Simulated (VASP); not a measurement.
A run of VASP 6.6.1:

File INCAR:

```
  PREC = Accurate
  ENCUT = 520
  EDIFF = 1E-8
  ISMEAR = -1
  SIGMA = 0.05
  LREAL = F
  LASPH = T
  NELM = 200
  ALGO = Normal
  ISIF = 2
  LWAVE = F
  LCHARG = F
  ISPIN = 2
  MAGMOM = 2 0
  LORBIT = 11
  LMAXMIX = 4
  GGA = PS
  LEFG = T
  NBANDS = 18
  GGA_COMPAT = F
```

The input KPOINTS:

```
Automatic mesh
0
Gamma
  16 16 16
```

Contents of POSCAR:

```
CoO
1.0
    0.0000000000      2.1456163054      2.1456163054
    2.1456163054      0.0000000000      2.1456163054
    2.1456163054      2.1456163054      0.0000000000
Co O
1 1
Direct
    0.0000000000      0.0000000000      0.0000000000
    0.5000000000      0.5000000000      0.5000000000
```

Potentials or basis: VASP PAW PBE potentials, release 64 (Co, O).

Run with:

```sh
$ cat potpaw_PBE.64/Co/POTCAR potpaw_PBE.64/O/POTCAR > POTCAR
$ mpirun -np 1 vasp_std > vasp.out
```

Hardware: 1 thread of Intel Xeon 8259CL, with other jobs on the host.

Question: How long does it take, and how much memory?

Answer: It took 2.1 min on 1 thread of Intel Xeon 8259CL, on a shared host, peak memory 0.21 GiB. Counts: scf iterations 18, k points 145.
